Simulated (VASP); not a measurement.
Crystal: MgO.

```
CELL_PARAMETERS angstrom
0.00000 2.08293 2.08293
2.08293 0.00000 2.08293
2.08293 2.08293 0.00000
ATOMIC_POSITIONS crystal
Mg 0.00000 0.00000 0.00000
O 0.50000 0.50000 0.50000
```

Base run:

```yaml
Program: VASP 6.6.1
Functional: r2SCAN
Potentials_or_basis: VASP PAW PBE potentials, release 64 (Mg, O)
Cutoff: 520 eV
k_mesh: 11 × 11 × 11
Occupations: fermi-dirac, width 0.05 eV
Spin: no spin polarisation
```

Its results: band gap on the k mesh 5.95 eV, direct; pressure 3.7 GPa.

**Question.** After a change of settings the same cell gave: band gap on the k mesh 4.96 eV, direct; pressure 5.4 GPa. Which change was it?
A. functional from r2SCAN to PBE
B. functional from r2SCAN to PBEsol
C. potentials or basis from VASP PAW PBE potentials, release 64 (Mg, O) to VASP PAW PBE potentials, release 64 (Mg_sv, O); cutoff from 520 eV to 660 eV; further incar settings from ALGO = Normal; EDIFF = 1e-06; NBANDS = 11 to ALGO = Normal; EDIFF = 1e-06; NBANDS = 15; valence electrons from 8 to 16

**Answer.** B.

r2SCAN gives the wider gap, since meta-GGAs in the generalised Kohn-Sham scheme recover part of the derivative discontinuity.

Caveats: the PAW data sets were made with another functional, which shifts forces and pressure a little.
